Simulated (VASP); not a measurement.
## La: single point with r2SCAN

The system is La.

```
CELL_PARAMETERS angstrom
3.78368 0.00000 0.00000
-1.89184 3.27677 0.00000
0.00000 0.00000 12.09586
ATOMIC_POSITIONS crystal
La 0.00000 0.00000 0.00000
La 0.00000 0.00000 0.50000
La 0.33333 0.66667 0.75000
La 0.66667 0.33333 0.25000
```

```json
{
  "Program": "VASP 6.6.1",
  "Task": "single point",
  "Functional": "r2SCAN",
  "Potentials or basis": "VASP PAW PBE potentials, release 64 (La)",
  "Cutoff": "520 eV",
  "k mesh": "6 × 6 × 2",
  "Occupations": "methfessel-paxton, width 0.05 eV",
  "Spin": "no spin polarisation"
}
```

```yaml
Pressure: 0.1 GPa
Band_gap_on_the_k_mesh: zero (bands 22 and 23 overlap by 1.15 eV)
```

Stress tensor (GPa, compression positive):
```
0.02 0.00 0.00
0.00 0.02 0.00
0.00 0.00 0.19
```

Levels at points of the mesh, in eV from the Fermi level:
```tsv
k point	band 20	band 21	band 22	band 23	band 24	band 25
(0.00, 0.00, 0.00)	-1.87	0.47	0.64	1.31	1.31	1.40
(0.50, 0.00, 0.00)	-1.14	-0.71	-0.34	-0.27	0.47	0.95
(0.00, 0.00, 0.50)	-1.78	0.88	0.88	1.27	1.27	1.39
(0.50, 0.00, 0.50)	-1.47	-1.15	-1.15	0.72	0.72	1.33
```

Wall time 6.3 min on 1 thread of Intel(R) Xeon(R) Platinum 8488C (Sapphire Rapids), on a shared host, peak memory 0.3 GiB.

Caveat: the PAW data sets were made with another functional, which shifts forces and pressure a little; spin-orbit coupling is left out, which moves the levels of the heavy elements.
